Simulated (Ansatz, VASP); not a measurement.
Bi in VASP and in Ansatz

```
Bi
1.0
     0.00000    3.68689    3.68689
     3.68689    0.00000    3.68689
     3.68689    3.68689    0.00000
Bi
2
Direct
  0.87500 0.87500 0.87500
  0.12500 0.12500 0.12500
```

Alike in both runs: functional PBE; k mesh 11 × 11 × 11; occupations fermi-dirac, width 0.05 eV; non-collinear spin, spin-orbit coupling.

Ansatz relaxed the structure, and its values are those at the end. VASP's run is a single point on that final structure, the one shown.

```csv
,VASP,Ansatz
version,VASP 6.6.1,Ansatz 0.2.0
potentials or method,"VASP PAW PBE potentials, release 64 (Bi_d)","PAW with Ansatz's default frozen-core files, fully relativistic files with spin-orbit coupling"
plane-wave cutoff (eV),520,420
valence electrons in the cell,30,30
```

Ansatz gave:

| Quantity | Value |
| --- | --- |
| pressure (GPa) | 0.0 |
| net moment per atom (μB) | 0.00 |

Task: Which values does VASP return?

Result: Pressure (GPa): -0.1; net moment per atom (μB): 0.00.
